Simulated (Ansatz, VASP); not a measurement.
## Two plane-wave programs on Ca

```xyz
4
Lattice="3.9192 0.0000 0.0000 -1.9596 3.3941 0.0000 0.0000 0.0000 12.8736" Properties=species:S:1:pos:R:3 pbc="T T T"
Ca    0.0000    0.0000   12.8736
Ca    0.0000    0.0000    6.4368
Ca    0.0000    2.2628    3.2184
Ca    1.9596    1.1314    9.6552
```

Alike in both runs: task single point; functional LDA; k mesh 11 × 11 × 3; occupations fermi-dirac, width 0.1 eV; no spin polarisation.

```csv
,VASP,Ansatz
version,VASP 6.6.1,Ansatz 0.2.0
potentials or method,"VASP PAW LDA potentials, release 64 (Ca_sv), cutoff 520 eV","plane waves (420 eV) with PAW, scalar-relativistic"
valence electrons in the cell,40,40
```

|  | VASP | Ansatz | Ansatz less VASP |
| --- | --- | --- | --- |
| pressure (GPa) | -1.8 | -1.8 | 0.00 |

Ansatz warns that its potentials were made for another functional, while VASP's fit it. LDA's correlation is that of Perdew and Zunger in VASP and of Perdew and Wang (1992) in Ansatz.
